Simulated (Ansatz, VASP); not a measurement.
**AlN: VASP beside Ansatz**

```
CELL_PARAMETERS angstrom
2.90844 0.00000 0.00000
-1.45422 2.51879 0.00000
0.00000 0.00000 5.72511
ATOMIC_POSITIONS crystal
Al 0.00000 0.00000 0.00000
Al 0.00000 0.00000 0.50000
N 0.33333 0.66667 0.25000
N 0.66667 0.33333 0.75000
```

Change from the starting cell: species swapped into the TiS type (P6_3/mmc, No. 194).

Alike in both runs: task single point; functional PBE; k mesh 6 × 6 × 4; occupations gaussian, width 0.1 eV; no spin polarisation.

|  | VASP | Ansatz |
| --- | --- | --- |
| version | VASP 6.6.1 | Ansatz 0.2.0 |
| potentials or method | VASP PAW PBE potentials, release 64 (Al, N), cutoff 520 eV | scalar-relativistic, plane waves, PAW |
| valence electrons in the cell | 16 | 16 |

|  | VASP | Ansatz | Ansatz less VASP |
| --- | --- | --- | --- |
| gap on the k mesh at the Fermi level (eV) | 0.41 | 0.41 | 0.000 |
| least direct gap on the mesh (eV) | 0.41 | 0.41 | 0.000 |
